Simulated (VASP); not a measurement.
A run of VASP 6.6.1:

File INCAR:

```
SYSTEM = Au
PREC = Accurate
ENCUT = 520
EDIFF = 1E-6
ISMEAR = 0
SIGMA = 0.15
LREAL = .FALSE.
LASPH = .TRUE.
NELM = 80
ALGO = Fast
ISIF = 2
LWAVE = .FALSE.
LCHARG = .FALSE.
GGA = PS
NBANDS = 12
```

The input KPOINTS:

```
Automatic mesh
0
G
  20 20 20
  0 0 0
```

The input POSCAR:

```
Au
1.0
   -1.7898505200      1.7898505200      1.5246874800
    1.7898505200     -1.7898505200      1.5246874800
    1.7898505200      1.7898505200     -1.5246874800
Au
1
Direct
    0.0000000000      0.0000000000      0.0000000000
```

Potentials or basis: VASP PAW PBE potentials, release 64 (Au).

Command:

```console
$ cat potpaw_PBE.64/Au/POTCAR > POTCAR
$ mpirun -np 1 vasp_std > vasp.out
```

Hardware: 1 thread of Intel(R) Xeon(R) Platinum 8488C (Sapphire Rapids), with other jobs on the host.

**Question.** How long does it take, and how much memory?

**Answer.** It took 59 s on 1 thread of Intel(R) Xeon(R) Platinum 8488C (Sapphire Rapids) (shared host), peak memory 0.26 GiB. Counts: scf iterations 11, k points 641.
